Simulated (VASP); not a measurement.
Runs of VASP 6.6.1 on MgO. The structure is that of space group Pm-3m (No. 221), or close to it. The cells are those of the table. 

```tsv
task	cell	k mesh	cutoff (eV)	smearing	gap on the mesh (eV)	pressure (GPa)	relaxed volume (Å³/atom)
single point	a = 2.622 Å, 2 atoms	6 × 6 × 6	520	gaussian 0.1 eV	3.46	(b)	-
relaxation of cell and atoms	relaxed from a = 2.655 Å, 2 atoms	6 × 6 × 6	600	gaussian 0.1 eV	3.54	0.1	8.95
relaxation of cell and atoms	relaxed from a = 2.622 Å, 2 atoms	8 × 8 × 8	600	gaussian 0.02 eV	3.54	0.0	8.95
single point	a = 2.623 Å, 2 atoms	8 × 8 × 8	520	gaussian 0.02 eV	(a)	-1.2	-
single point	a = 2.655 Å, 2 atoms	6 × 6 × 6	520	gaussian 0.1 eV	3.11	-6.4	-
```

Alike in all rows: level r2SCAN; potentials or basis VASP PAW PBE potentials, release 64 (Mg, O); no spin polarisation.

Task: Estimate the missing entries.

Result: (a) 3.45; (b) -1.0.

Caveats: the PAW data sets were made with another functional, which shifts forces and pressure a little; the cell stands under tension (at least some runs).

A k mesh can miss the band edges.
